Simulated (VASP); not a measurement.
# PbSe (R3m) in VASP: single point with PBE

Aim: the single point of PbSe with PBE.

All numbers are computed with VASP 6.6.1; they aren't measurements. Logs are shortened: lines on timing, memory, paths and dates and some standing lists are left out, and cuts for length are marked.

## Step 1: The cell of the first run

It takes space group R3m (No. 160, trigonal). Conventional cell: a = 4.841 Å, b = 4.841 Å, c = 11.265 Å, α = 90.00°, β = 90.00°, γ = 120.00°. Within 3.8 Å of Pb (site symmetry 3m) lie 4 Se at 2.91 to 2.92 Å. Within 3.8 Å of Se (site symmetry 3m) lie 4 Pb at 2.91 to 2.92 Å.

## Step 2: Single point, PBE (strain along [111] -5.0%)

INCAR

```
SYSTEM = PbSe
PREC = Accurate ; ENCUT = 520
EDIFF = 1E-6 ; ISMEAR = 0
SIGMA = 0.01 ; LREAL = .False.
LASPH = .True. ; NELM = 80
ALGO = Normal ; ISIF = 2
LWAVE = .False. ; LCHARG = .False.
GGA = PE ; NBANDS = 17
```

KPOINTS

```
Automatic mesh
0
Gamma
  4 4 4
  0 0 0
```

POSCAR

```
PbSe
1.0
   -0.1141068047      3.3090973354      3.3090973354
    3.3090973354     -0.1141068047      3.3090973354
    3.3090973354      3.3090973354     -0.1141068047
Pb Se
1 1
Direct
   -0.0041680592     -0.0041680592     -0.0041680592
    0.2541680592      0.2541680592      0.2541680592
```

Potentials or basis: VASP PAW PBE potentials, release 64 (Pb_d, Se).

Run with:

```
> cat potpaw_PBE.64/Pb_d/POTCAR potpaw_PBE.64/Se/POTCAR > POTCAR
> mpirun -np 1 vasp_std > vasp.out
```

OUTCAR:

```text
SYSTEM = PbSe
   PREC = Accurate
   ENCUT = 520
   EDIFF = 1E-6
   ISMEAR = 0
   LREAL = .False.
   LASPH = .True.
   NELM = 80
   ISIF = 2
   GGA = PE

 ion  position               nearest neighbor table
   1  0.996  0.996  0.996-   2 2.91   2 2.92   2 2.92   2 2.92
   2  0.254  0.254  0.254-   1 2.91   1 2.92   1 2.92   1 2.92

  LATTYP: Found a trigonal (rhomboedric) cell.
 ALAT       =     4.6811612569
 COS(alpha) =     0.4652406417

  Lattice vectors:

 A1 = (  -0.1141068047,   3.3090973354,   3.3090973354)
 A2 = (   3.3090973354,  -0.1141068047,   3.3090973354)
 A3 = (   3.3090973354,   3.3090973354,  -0.1141068047)

Analysis of symmetry for initial positions (statically):
=====================================================================
 Subroutine PRICEL returns:
 Original cell was already a primitive cell.

 Routine SETGRP: Setting up the symmetry group for a
 trigonal (rhombohedral) supercell.

 Subroutine GETGRP returns: Found  6 space group operations
 (whereof  6 operations were pure point group operations)
 out of a pool of 12 trial point group operations.

The static configuration has the point symmetry C_3v.

Analysis of symmetry for dynamics (positions and initial velocities):
=====================================================================
 Subroutine PRICEL returns:
 Original cell was already a primitive cell.

 Routine SETGRP: Setting up the symmetry group for a
 trigonal (rhombohedral) supercell.

 Subroutine GETGRP returns: Found  6 space group operations
 (whereof  6 operations were pure point group operations)
 out of a pool of 12 trial point group operations.

The dynamic configuration has the point symmetry C_3v.

 Subroutine INISYM returns: Found  6 space group operations
 (whereof  6 operations are pure point group operations),
 and found     1 'primitive' translations

----------------------------------------------------------------------------------------

                                     Primitive cell

  volume of cell :      76.2170

  direct lattice vectors                    reciprocal lattice vectors
    -0.114106805  3.309097335  3.309097335    -0.143499496  0.148624478  0.148624478
     3.309097335 -0.114106805  3.309097335     0.148624478 -0.143499496  0.148624478
     3.309097335  3.309097335 -0.114106805     0.148624478  0.148624478 -0.143499496

  length of vectors
     4.681161257  4.681161257  4.681161257     0.254500642  0.254500642  0.254500642

  position of ions in fractional coordinates (direct lattice)
     0.995831941  0.995831941  0.995831941
     0.254168059  0.254168059  0.254168059

  ion indices of the primitive-cell ions
   primitive index   ion index
                 1           1
                 2           2

----------------------------------------------------------------------------------------

 KPOINTS: Automatic mesh

Automatic generation of k-mesh.
 Grid dimensions read from file:
 generate k-points for:    4    4    4

 Generating k-lattice:

  Cartesian coordinates                     Fractional coordinates (reciprocal lattice)
    -0.035874874  0.037156120  0.037156120     0.250000000  0.000000000  0.000000000
     0.037156120 -0.035874874  0.037156120     0.000000000  0.250000000  0.000000000
     0.037156120  0.037156120 -0.035874874     0.000000000  0.000000000  0.250000000

  Length of vectors
     0.063625160  0.063625160  0.063625160

  Shift w.r.t. Gamma in fractional coordinates (k-lattice)
     0.000000000  0.000000000  0.000000000

 Subroutine IBZKPT returns following result:
 ===========================================

 Found     13 irreducible k-points:

 Following reciprocal coordinates:
            Coordinates               Weight
  0.000000  0.000000  0.000000      1.000000
  0.250000  0.000000 -0.000000      6.000000
  0.500000  0.000000 -0.000000      3.000000
  0.250000  0.250000  0.000000      6.000000
  0.500000  0.250000  0.000000     12.000000
 -0.250000  0.250000  0.000000      6.000000
  0.500000  0.500000  0.000000      3.000000
  0.250000  0.250000  0.250000      2.000000
  0.500000  0.250000  0.250000      6.000000
 -0.250000  0.250000  0.250000      6.000000
  0.500000  0.500000  0.250000      6.000000
 -0.250000  0.500000  0.250000      6.000000
  0.500000  0.500000  0.500000      1.000000
   k-points           NKPTS =     13   k-points in BZ     NKDIM =     13   number of bands    NBANDS=     17
   number of dos      NEDOS =    301   number of ions     NIONS =      2
   total plane-waves  NPLWV =  46656
   dimension x,y,z NGX =    36 NGY =   36 NGZ =   36
   dimension x,y,z NGXF=    72 NGYF=   72 NGZF=   72
   ions per type =               1   1
   NGX,Y,Z   is equivalent  to a cutoff of  12.78, 12.78, 12.78 a.u.
   NGXF,Y,Z  is equivalent  to a cutoff of  25.57, 25.57, 25.57 a.u.
 SYSTEM =  PbSe
   PREC   = accura    normal or accurate (medium, high low for compatibility)
   ISTART =      0    job   : 0-new  1-cont  2-samecut
   ICHARG =      2    charge: 1-file 2-atom 10-const
   ISPIN  =      1    spin polarized calculation?
   LNONCOLLINEAR =      F non collinear calculations
   LSORBIT =      F    spin-orbit coupling
   LASPH  =      T    aspherical Exc in radial PAW
   ENCUT  =  520.0 eV  38.22 Ry    6.18 a.u.   8.70  8.70  8.70*2*pi/ulx,y,z
   NELM   =     80;   NELMIN=  2; NELMDL= -5     # of ELM steps
   EDIFF  = 0.1E-05   stopping-criterion for ELM
   LREAL  =      F    real-space projection
   EDIFFG = 0.1E-04   stopping-criterion for IOM
   NSW    =      0    number of steps for IOM
   IBRION =     -1    ionic relax: 0-MD 1-quasi-New 2-CG
   NFREE  =      0    steps in history (QN), initial steepest desc. (CG)
   ISIF   =      2    stress and relaxation
   ISYM   =      2    0-nonsym 1-usesym 2-fastsym
   POTIM  = 0.5000    time-step for ionic-motion
   TEBEG  =    0.0;   TEEND  =   0.0 temperature during run
   PSTRESS=    0.0 pullay stress
   NELECT =      20.0000    total number of electrons
   NUPDOWN=      -1.0000    fix difference up-down
   EMIN   =  10.00;   EMAX   =-10.00  energy-range for DOS
   EFERMI =   0.00;   METHOD = LEGACY
   ISMEAR =     0;   SIGMA  =   0.01  broadening in eV -4-tet -1-fermi 0-gaus
   EFERMI_NEDOS =   21; number of points for ismear=-14 and -15
   IALGO  =     38    algorithm
   IMIX   =      4    mixing-type and parameters
     AMIX     =   0.40;   BMIX     =  1.00
     AMIX_MAG =   1.60;   BMIX_MAG =  1.00
  volume/ion in A,a.u.               =      38.11       257.17
  Fermi-wavevector in a.u.,A,eV,Ry     =   1.048095  1.980613 14.946055  1.098504
  Thomas-Fermi vector in A             =   2.183003
   LORBIT       =      0    0 simple, 1 ext, 2 COOP (PROOUT), +10 PAW based schemes
   GGA     = PE    functional components
   LHFCALC =     F    Hartree Fock is set to
   AEXX    =    0.0000 exact exchange contribution
   IVDW    =     0    specifies the selected vdW correction
   LEPSILON=     F    determine dielectric tensor
   LRPA    =     F    only Hartree local field effects (RPA)
 non-spin polarized calculation
 Gauss-broadening in eV      SIGMA  =   0.01
  energy-cutoff  :      520.00
  volume of cell :       76.22
 maximum number of plane-waves:      2068
 NGX is ok and might be reduce to    36
   NGX = 17   NGY = 17   NGZ = 17

 number of electron      20.0000001 magnetization

 Free energy of the ion-electron system (eV)
  ---------------------------------------------------
  ext. energy  EPLUGINS =         0.00000000
  ---------------------------------------------------
  free energy    TOTEN  =        -7.80835701 eV

  energy without entropy =       -7.80835701  energy(sigma->0) =       -7.80835701

 E-fermi :   2.8395     XC(G=0):  -7.9559

 val. band max:        2.7888752356   @ k =  -0.2500   0.5000   0.2500
 cond. band min:       3.3533989052   @ k =   0.5000   0.5000   0.0000
 fundamental gap:      0.5645236696
 Fermi energy:         2.8394818660

 k-point     1 :       0.0000    0.0000    0.0000
  band No.  band energies     occupation
      1     -14.0491      2.00000
      2     -14.0460      2.00000
      3     -14.0460      2.00000
      4     -14.0073      2.00000
      5     -14.0073      2.00000
      6     -10.3039      2.00000
[... 9 lines left out ...]
     16      11.0325      0.00000
     17      11.8096      0.00000

 k-point     2 :       0.2500    0.0000   -0.0000
  band No.  band energies     occupation
      1     -14.0627      2.00000
      2     -14.0429      2.00000
      3     -14.0413      2.00000
      4     -14.0067      2.00000
      5     -14.0063      2.00000
      6     -10.0101      2.00000
[... 9 lines left out ...]
     16      10.4259      0.00000
     17      11.3509      0.00000

 k-point     3 :       0.5000    0.0000   -0.0000
  band No.  band energies     occupation
      1     -14.0785      2.00000
      2     -14.0387      2.00000
      3     -14.0379      2.00000
      4     -14.0049      2.00000
      5     -14.0038      2.00000
      6      -9.6459      2.00000
[... 9 lines left out ...]
     16      10.7628      0.00000
     17      11.7700      0.00000

 k-point     4 :       0.2500    0.2500    0.0000
  band No.  band energies     occupation
      1     -14.0770      2.00000
      2     -14.0363      2.00000
      3     -14.0332      2.00000
      4     -14.0113      2.00000
      5     -14.0035      2.00000
      6      -9.8964      2.00000
[... 9 lines left out ...]
     16      11.5738      0.00000
     17      13.3022      0.00000

 k-point     5 :       0.5000    0.2500    0.0000
  band No.  band energies     occupation
      1     -14.0903      2.00000
      2     -14.0317      2.00000
      3     -14.0300      2.00000
      4     -14.0105      2.00000
      5     -14.0024      2.00000
      6      -9.5142      2.00000
[... 9 lines left out ...]
     16      11.7806      0.00000
     17      12.3264      0.00000

 k-point     6 :      -0.2500    0.2500    0.0000
  band No.  band energies     occupation
      1     -14.0788      2.00000
      2     -14.0375      2.00000
      3     -14.0345      2.00000
      4     -14.0068      2.00000
      5     -14.0057      2.00000
      6      -9.6599      2.00000
[... 9 lines left out ...]
     16      10.9755      0.00000
     17      12.1509      0.00000

 k-point     7 :       0.5000    0.5000    0.0000
  band No.  band energies     occupation
      1     -14.1050      2.00000
      2     -14.0248      2.00000
      3     -14.0205      2.00000
      4     -14.0158      2.00000
      5     -13.9997      2.00000
      6      -9.3628      2.00000
[... 9 lines left out ...]
     16      12.3942      0.00000
     17      12.8350      0.00000

 k-point     8 :       0.2500    0.2500    0.2500
  band No.  band energies     occupation
      1     -14.0708      2.00000
      2     -14.0387      2.00000
      3     -14.0387      2.00000
      4     -14.0070      2.00000
      5     -14.0070      2.00000
      6      -9.9787      2.00000
[... 9 lines left out ...]
     16      10.1057      0.00000
     17      11.6024      0.00000

 k-point     9 :       0.5000    0.2500    0.2500
  band No.  band energies     occupation
      1     -14.0852      2.00000
      2     -14.0347      2.00000
      3     -14.0328      2.00000
      4     -14.0077      2.00000
      5     -14.0053      2.00000
      6      -9.6231      2.00000
[... 9 lines left out ...]
     16      11.2357      0.00000
     17      12.5225      0.00000

 k-point    10 :      -0.2500    0.2500    0.2500
  band No.  band energies     occupation
      1     -14.0891      2.00000
      2     -14.0341      2.00000
      3     -14.0284      2.00000
      4     -14.0102      2.00000
      5     -14.0031      2.00000
      6      -9.5153      2.00000
[... 9 lines left out ...]
     16      11.2550      0.00000
     17      12.6232      0.00000

 k-point    11 :       0.5000    0.5000    0.2500
  band No.  band energies     occupation
      1     -14.0956      2.00000
      2     -14.0317      2.00000
      3     -14.0267      2.00000
      4     -14.0106      2.00000
      5     -14.0025      2.00000
      6      -9.4760      2.00000
[... 9 lines left out ...]
     16      11.7417      0.00000
     17      12.1917      0.00000

 k-point    12 :      -0.2500    0.5000    0.2500
  band No.  band energies     occupation
      1     -14.0959      2.00000
      2     -14.0331      2.00000
      3     -14.0231      2.00000
      4     -14.0108      2.00000
      5     -14.0036      2.00000
      6      -9.3566      2.00000
[... 9 lines left out ...]
     16      12.1001      0.00000
     17      12.3427      0.00000

 k-point    13 :       0.5000    0.5000    0.5000
  band No.  band energies     occupation
      1     -14.0920      2.00000
      2     -14.0338      2.00000
      3     -14.0338      2.00000
      4     -14.0044      2.00000
      5     -14.0044      2.00000
      6      -9.5737      2.00000
[... 9 lines left out ...]
     16      11.3863      0.00000
     17      11.3863      0.00000

------------------------ aborting loop because EDIFF is reached ----------------------------------------

  FORCE on cell =-STRESS in cart. coord.  units (eV):
  Direction    XX          YY          ZZ          XY          YZ          ZX
  --------------------------------------------------------------------------------------
  -------------------------------------------------------------------------------------
  Total        1.1581377      1.1581377      1.1581377     -0.1649395     -0.1649395     -0.1649395
  in kB       24.3455056     24.3455056     24.3455056     -3.4672338     -3.4672338     -3.4672338
  external PRESSURE =      24.3455056 kB  Pullay stress =       0.0000000 kB

 VOLUME and BASIS-vectors are now :
 -----------------------------------------------------------------------------
  energy-cutoff  :      520.00
  volume of cell :       76.22
      direct lattice vectors                 reciprocal lattice vectors
    -0.114106805  3.309097335  3.309097335    -0.143499496  0.148624478  0.148624478
     3.309097335 -0.114106805  3.309097335     0.148624478 -0.143499496  0.148624478
     3.309097335  3.309097335 -0.114106805     0.148624478  0.148624478 -0.143499496

 POSITION                                       TOTAL-FORCE (eV/Angst)
 -----------------------------------------------------------------------------------
      6.47698      6.47698      6.47698         0.001341      0.001341      0.001341
      1.65313      1.65313      1.65313        -0.001341     -0.001341     -0.001341
 -----------------------------------------------------------------------------------
    total drift:                                0.000178      0.000178      0.000178

  FREE ENERGIE OF THE ION-ELECTRON SYSTEM (eV)
  ---------------------------------------------------
  free  energy   TOTEN  =        -7.8083570143 eV

  energy  without entropy=       -7.8083570143  energy(sigma->0) =       -7.80835701
```

Run time: 13 s. Hardware: 1 thread of Intel Xeon 6975P-C, shared host; peak memory 0.21 GiB.

What came out:

```yaml
Free_energy: -7.8084 eV
Pressure: 2.4 GPa
Band_gap_on_the_k_mesh: 0.56 eV, indirect (least direct gap 1.17 eV)
```

Forces in eV/Å, atoms in the order of the input:
```
Pb   0.001  0.001  0.001
Se  -0.001 -0.001 -0.001
```

Caveat: the cell differs from its parent crystal (strain along [111] -5.0%); spin-orbit coupling is left out, which moves the levels of the heavy elements. A k mesh can miss the band edges.
